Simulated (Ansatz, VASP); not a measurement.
# One calculation of LaLuAs2, two programs

```xyz
4
Lattice="2.1443 1.2380 6.9758 -2.1443 1.2380 6.9758 0.0000 -2.4760 6.9758" Properties=species:S:1:pos:R:3 pbc="T T T"
La    2.1443    1.2380    6.9758
Lu    0.0000    0.0000   10.4636
As    0.0000    0.0000    5.0929
As    0.0000    0.0000   15.8343
```

Alike in both runs: task single point; functional r2SCAN; k mesh 6 × 6 × 6; occupations fermi-dirac, width 0.02 eV; no spin polarisation.

```csv
,VASP,Ansatz
version,VASP 6.6.1,Ansatz 0.2.0
potentials or method,"VASP PAW PBE potentials, release 64 (La, Lu, As)","plane waves, PAW"
plane-wave cutoff (eV),520,500
valence electrons in the cell,46,66
```

Ansatz gave:

- pressure (GPa): -4.0
- rms of the force components (eV/Å): 0.016

Task: Which values does VASP return?

Result: Pressure (GPa): -3.9; rms of the force components (eV/Å): 0.030.

VASP's potentials were made for PBE, not for r2SCAN. Atom by atom the forces differ by 0.014 eV/Å (rms over components). VASP's potentials hold 46 valence electrons a cell and Ansatz's 66, so a difference there can come from the potentials and not from the codes.

Neither program's run includes spin-orbit coupling.
